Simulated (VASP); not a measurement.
Input of a VASP 6.6.1 run:

File INCAR:

```
PREC = Accurate
ENCUT = 520
EDIFF = 1E-6
ISMEAR = 0
SIGMA = 0.1
LREAL = F
LASPH = T
NELM = 150
ALGO = Normal
ISIF = 2
LWAVE = F
LCHARG = F
ISPIN = 2
MAGMOM = 0 0 1.45 1.45 1.45 1.45 1.45 1.45
LORBIT = 11
GGA = PE
NBANDS = 34
```

KPOINTS

```
Automatic mesh
0
Gamma
  6 6 4
```

File POSCAR:

```
MgO3
1.0
    5.9696159005      0.0000000000      0.0000000000
   -2.9848079502      5.1698390206      0.0000000000
    0.0000000000      0.0000000000      3.4842733908
Mg O
2 6
Direct
    0.3333333333      0.6666666667      0.2500000000
    0.6666666667      0.3333333333      0.7500000000
    0.7748703659      0.5497407318      0.2500000000
    0.2251296341      0.7748703659      0.7500000000
    0.4502592682      0.2251296341      0.2500000000
    0.2251296341      0.4502592682      0.7500000000
    0.7748703659      0.2251296341      0.2500000000
    0.5497407318      0.7748703659      0.7500000000
```

Potentials or basis: VASP PAW PBE potentials, release 64 (Mg, O).

Command:

```bash
$ cat potpaw_PBE.64/Mg/POTCAR potpaw_PBE.64/O/POTCAR > POTCAR
$ mpirun -np 1 vasp_std > vasp.out
```

Predict the site moments.

Mg -0.01; O +0.57 μB.

Estimate the largest force.

0.031 eV/Å.

Predict the band gap on the k mesh.

zero (filled and empty bands overlap).

What does it give for the pressure?

-0.1 GPa.

Forces in eV/Å, atoms in the order of the input:
```
Mg   0.000  0.000  0.000
Mg   0.000  0.000  0.000
O    0.000  0.031  0.000
O   -0.027  0.016  0.000
O   -0.027 -0.016  0.000
O    0.000 -0.031  0.000
O    0.027 -0.016  0.000
O    0.027  0.016  0.000
```

Caveat: the k points lie up to 0.45 Å⁻¹ apart; semilocal functionals underestimate gaps, so a narrow gap can read as zero.
